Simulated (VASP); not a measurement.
# IrRh3 (Pm-3m) in VASP: a series of runs

The runs below take IrRh3 through relaxation of volume and atoms at fixed shape, single point, with LDA.

Program: VASP 6.6.1. These are calculated values, not measurements. Logs are shortened: lines on timing, memory, paths and dates and some standing lists are left out, and cuts for length are marked.

**1. The cell of the first run**

It takes space group Pm-3m (No. 221, cubic). The conventional cell has a = 3.817 Å, b = 3.817 Å, c = 3.817 Å, α = 90.00°, β = 90.00°, γ = 90.00°. Within 3.6 Å of Ir (site symmetry m-3m) lie 12 Rh at 2.70 Å. Within 3.6 Å of Rh (site symmetry 4/mmm) lie 4 Ir at 2.70 Å and 8 Rh at 2.70 Å.

**2. Relaxation of volume and atoms at fixed shape, LDA**

Input file INCAR:

```
PREC = Accurate
ENCUT = 600
EDIFF = 1E-6
ISMEAR = 1
SIGMA = 0.05
LREAL = F
LASPH = T
NELM = 60
ALGO = Normal
ISIF = 8
LWAVE = F
LCHARG = F
IBRION = 2
NSW = 80
EDIFFG = -0.01
```

Input file KPOINTS:

```
regular mesh
0
Gamma
  12 12 12
```

Input file POSCAR:

```
IrRh3
1.0
    3.8170602900      0.0000000000      0.0000000000
    0.0000000000      3.8170602900      0.0000000000
    0.0000000000      0.0000000000      3.8170602900
Ir Rh
1 3
Direct
    0.0000000000      0.0000000000      0.0000000000
    0.0000000000      0.5000000000      0.5000000000
    0.5000000000      0.0000000000      0.5000000000
    0.5000000000      0.5000000000      0.0000000000
```

Potentials or basis: VASP PAW LDA potentials, release 64 (Ir, Rh_pv).

Run with:

```console
$ cat potpaw_LDA.64/Ir/POTCAR potpaw_LDA.64/Rh_pv/POTCAR > POTCAR
$ mpirun -np 1 vasp_std > vasp.out
```

OUTCAR:

```text
PREC = Accurate
   ENCUT = 600
   EDIFF = 1E-6
   ISMEAR = 1
   LREAL = F
   LASPH = T
   NELM = 60
   ISIF = 8
   IBRION = 2
   NSW = 80
   EDIFFG = -0.01

 ion  position               nearest neighbor table
   1  0.000  0.000  0.000-   2 2.70   3 2.70   4 2.70   2 2.70   3 2.70   2 2.70   4 2.70   2 2.70
                             3 2.70   4 2.70   3 2.70   4 2.70
   2  0.000  0.500  0.500-   1 2.70   3 2.70   4 2.70   1 2.70   4 2.70   1 2.70   3 2.70   1 2.70
                             3 2.70   4 2.70   4 2.70   3 2.70
   3  0.500  0.000  0.500-   1 2.70   2 2.70   4 2.70   1 2.70   4 2.70   2 2.70   4 2.70   4 2.70
                             1 2.70   2 2.70   1 2.70   2 2.70
   4  0.500  0.500  0.000-   1 2.70   2 2.70   3 2.70   2 2.70   3 2.70   1 2.70   3 2.70   3 2.70
                             1 2.70   2 2.70   2 2.70   1 2.70

  LATTYP: Found a simple cubic cell.
 ALAT       =     3.8170602900

  Lattice vectors:

 A1 = (   3.8170602900,   0.0000000000,   0.0000000000)
 A2 = (   0.0000000000,   3.8170602900,   0.0000000000)
 A3 = (   0.0000000000,   0.0000000000,   3.8170602900)

Analysis of symmetry for initial positions (statically):
=====================================================================
 Subroutine PRICEL returns:
 Original cell was already a primitive cell.

 Routine SETGRP: Setting up the symmetry group for a
 simple cubic supercell.

 Subroutine GETGRP returns: Found 48 space group operations
 (whereof 48 operations were pure point group operations)
 out of a pool of 48 trial point group operations.

The static configuration has the point symmetry O_h .

Analysis of symmetry for dynamics (positions and initial velocities):
=====================================================================
 Subroutine PRICEL returns:
 Original cell was already a primitive cell.

 Routine SETGRP: Setting up the symmetry group for a
 simple cubic supercell.

 Subroutine GETGRP returns: Found 48 space group operations
 (whereof 48 operations were pure point group operations)
 out of a pool of 48 trial point group operations.

The dynamic configuration has the point symmetry O_h .

 Subroutine INISYM returns: Found 48 space group operations
 (whereof 48 operations are pure point group operations),
 and found     1 'primitive' translations

----------------------------------------------------------------------------------------

[... 104 lines left out ...]
   POTIM  = 0.5000    time-step for ionic-motion
   TEBEG  =    0.0;   TEEND  =   0.0 temperature during run
   PSTRESS=    0.0 pullay stress
   NELECT =      54.0000    total number of electrons
   NUPDOWN=      -1.0000    fix difference up-down
   EMIN   =  10.00;   EMAX   =-10.00  energy-range for DOS
   EFERMI =   0.00;   METHOD = LEGACY
   ISMEAR =     1;   SIGMA  =   0.05  broadening in eV -4-tet -1-fermi 0-gaus
   EFERMI_NEDOS =   21; number of points for ismear=-14 and -15
   IALGO  =     38    algorithm
   IMIX   =      4    mixing-type and parameters
     AMIX     =   0.40;   BMIX     =  1.00
     AMIX_MAG =   1.60;   BMIX_MAG =  1.00
  volume/ion in A,a.u.               =      13.90        93.83
  Fermi-wavevector in a.u.,A,eV,Ry     =   1.621102  3.063439 35.755735  2.627972
  Thomas-Fermi vector in A             =   2.714933
   LORBIT       =      0    0 simple, 1 ext, 2 COOP (PROOUT), +10 PAW based schemes
   GGA     = CA    functional components
   LHFCALC =     F    Hartree Fock is set to
   AEXX    =    0.0000 exact exchange contribution
   IVDW    =     0    specifies the selected vdW correction
   LEPSILON=     F    determine dielectric tensor
   LRPA    =     F    only Hartree local field effects (RPA)
 conjugate gradient relaxation of ions
 non-spin polarized calculation
 Methfessel and Paxton  Order N= 1 SIGMA  =   0.05
  energy-cutoff  :      600.00
  volume of cell :       55.61
 maximum number of plane-waves:      1881
   NGX = 15   NGY = 15   NGZ = 15

--------------------------------------- Ionic step        1  -------------------------------------------

 number of electron      54.0000012 magnetization

 Free energy of the ion-electron system (eV)
  ---------------------------------------------------
  ext. energy  EPLUGINS =         0.00000000
  ---------------------------------------------------
  free energy    TOTEN  =       -36.36387157 eV

  energy without entropy =      -36.36400652  energy(sigma->0) =      -36.36391656

------------------------ aborting loop because EDIFF is reached ----------------------------------------

  FORCE on cell =-STRESS in cart. coord.  units (eV):
  Direction    XX          YY          ZZ          XY          YZ          ZX
  --------------------------------------------------------------------------------------
  -------------------------------------------------------------------------------------
  Total       -3.8856871     -3.8856871     -3.8856871      0.0000000      0.0000000     -0.0000000
  in kB     -111.9415589   -111.9415589   -111.9415589      0.0000000      0.0000000     -0.0000000
  external PRESSURE =    -111.9415589 kB  Pullay stress =       0.0000000 kB
[... 215 lines left out ...]
--------------------------------------- Ionic step        7  -------------------------------------------

 number of electron      53.9999979 magnetization

 Free energy of the ion-electron system (eV)
  ---------------------------------------------------
  ext. energy  EPLUGINS =         0.00000000
  ---------------------------------------------------
  free energy    TOTEN  =       -36.43406630 eV

  energy without entropy =      -36.43410376  energy(sigma->0) =      -36.43407879

 E-fermi :  11.9321     XC(G=0): -14.4990

 val. band max:       11.9315069647   @ k =   0.5000   0.2500   0.0000
 cond. band min:      11.9424076695   @ k =   0.5000   0.1667   0.1667
 fundamental gap:      0.0109007048
 Fermi energy:        11.9321161140

 k-point     1 :       0.0000    0.0000    0.0000
  band No.  band energies     occupation
      1     -35.0662      2.00000
      2     -35.0662      2.00000
      3     -35.0662      2.00000
      4     -34.7488      2.00000
      5     -34.7488      2.00000
      6     -34.7488      2.00000
[... 829 lines left out ...]
     31      14.2389      0.00000
     32      15.9841      0.00000

 [... further k-points ...]

------------------------ aborting loop because EDIFF is reached ----------------------------------------

  FORCE on cell =-STRESS in cart. coord.  units (eV):
  Direction    XX          YY          ZZ          XY          YZ          ZX
  --------------------------------------------------------------------------------------
  -------------------------------------------------------------------------------------
  Total       -0.0047010     -0.0047010     -0.0047010      0.0000000     -0.0000000      0.0000000
  in kB       -0.1403606     -0.1403606     -0.1403606      0.0000000     -0.0000000      0.0000000
  external PRESSURE =      -0.1403606 kB  Pullay stress =       0.0000000 kB
[... 19 lines left out ...]
  FREE ENERGIE OF THE ION-ELECTRON SYSTEM (eV)
  ---------------------------------------------------
  free  energy   TOTEN  =       -36.4340663022 eV

  energy  without entropy=      -36.4341037633  energy(sigma->0) =      -36.43407879

 reached required accuracy - stopping structural energy minimisation
```

CONTCAR:

```text
IrRh3
   1.00000000000000
     3.7718201189499823    0.0000000000000000    0.0000000000000000
     0.0000000000000000    3.7718201189499823    0.0000000000000000
     0.0000000000000000    0.0000000000000000    3.7718201189499823
  Ir              Rh
     1     3
Direct
     0.0000000000000000    0.0000000000000000    0.0000000000000000
     0.0000000000000000    0.5000000000000000    0.5000000000000000
     0.5000000000000000    0.0000000000000000    0.5000000000000000
     0.5000000000000000    0.5000000000000000    0.0000000000000000

  0.00000000E+00  0.00000000E+00  0.00000000E+00
  0.00000000E+00  0.00000000E+00  0.00000000E+00
  0.00000000E+00  0.00000000E+00  0.00000000E+00
  0.00000000E+00  0.00000000E+00  0.00000000E+00
```

Wall time 8.2 min (1 thread of Intel Xeon Platinum 8488C (Sapphire Rapids), shared host); peak memory 0.27 GiB.

Results:

```yaml
Free_energy: -36.4341 eV
Relaxed_volume: 13.42 Å³/atom
Relaxed_cell: a = 3.772 Å, b = 3.772 Å, c = 3.772 Å, α = 90.00°, β = 90.00°, γ = 90.00°
Space_group_after_relaxing_to_0.1_Å: Pm-3m (No. 221)
Energy_gained_by_relaxing: 17.5 meV/atom
Ionic_steps: 7
Pressure_after_relaxing: 0.0 GPa
Band_gap_on_the_k_mesh: zero (bands 27 and 28 overlap by 2.00 eV)
```

Step by step:
| step | energy change (eV) | largest force (eV/Å) | pressure (GPa) | volume (Å³) |
| --- | --- | --- | --- | --- |
| 1 | 0.0000 | 0.0000 | -11.19 | 55.61 |
| 2 | 0.6759 | 0.0000 | 48.39 | 48.16 |
| 3 | -0.0701 | 0.0000 | -0.50 | 53.74 |
| 4 | -0.0702 | 0.0000 | -0.13 | 53.68 |
| 5 | -0.0702 | 0.0000 | 0.14 | 53.64 |
| 6 | -0.0701 | 0.0000 | -0.36 | 53.72 |
| 7 | -0.0702 | 0.0000 | -0.01 | 53.66 |

Final structure:
```
CELL_PARAMETERS angstrom
3.77182 0.00000 0.00000
0.00000 3.77182 0.00000
0.00000 0.00000 3.77182
ATOMIC_POSITIONS crystal
Ir 0.00000 0.00000 0.00000
Rh 0.00000 0.50000 0.50000
Rh 0.50000 0.00000 0.50000
Rh 0.50000 0.50000 0.00000
```

Caveat: spin-orbit coupling is left out, which moves the levels of the heavy elements.

**3. Single point, LDA**

This run uses another cell than the first one, of 13.37 Å³/atom.

Input file INCAR:

```
PREC = Accurate
ENCUT = 520
EDIFF = 1E-7
ISMEAR = 1
SIGMA = 0.05
LREAL = F
LASPH = T
NELM = 60
ALGO = Normal
ISIF = 2
LWAVE = F
LCHARG = T
LELF = T
LVHAR = T
NBANDS = 35
```

KPOINTS is that of step 2.

Input file POSCAR:

```
IrRh3
1.0
    3.7671254943      0.0000000000      0.0000000000
    0.0000000000      3.7671254943      0.0000000000
    0.0000000000      0.0000000000      3.7671254943
Ir Rh
1 3
Direct
    0.0000000000      0.0000000000      0.0000000000
    0.0000000000      0.5000000000      0.5000000000
    0.5000000000      0.0000000000      0.5000000000
    0.5000000000      0.5000000000      0.0000000000
```

Potentials or basis: VASP PAW LDA potentials, release 64 (Ir, Rh_pv).

Run with:

```console
$ cat potpaw_LDA.64/Ir/POTCAR potpaw_LDA.64/Rh_pv/POTCAR > POTCAR
$ mpirun -np 1 vasp_std > vasp.out
```

It took 66 s on 1 thread of Intel Xeon Platinum 8488C (Sapphire Rapids), shared host; peak memory 0.23 GiB.

Results (log left out):

```yaml
Free_energy: -36.4313 eV
Pressure: 1.3 GPa
Band_gap_on_the_k_mesh: zero (bands 27 and 28 overlap by 2.02 eV)
```

Levels at points of the mesh, in eV from the Fermi level:
```
           k point  band 23  band 24  band 25  band 26  band 27  band 28  band 29  band 30  band 31  band 32
(0.00, 0.00, 0.00)     0.82     0.82     0.88     0.88     0.88     1.46     1.46     1.46     2.87     2.87
(0.50, 0.00, 0.00)    -1.77    -1.59    -1.59    -1.49    -1.35    -0.44    -0.11     0.89     1.45     9.41
(0.50, 0.50, 0.00)    -2.18    -2.18    -2.04    -1.43    -1.34    -1.13    -1.13     2.86     2.94     2.94
(0.50, 0.50, 0.50)     0.23     0.23     0.44     0.44     0.44     0.49     0.82     0.82     0.85     0.85
```

Caveat: spin-orbit coupling is left out, which moves the levels of the heavy elements.
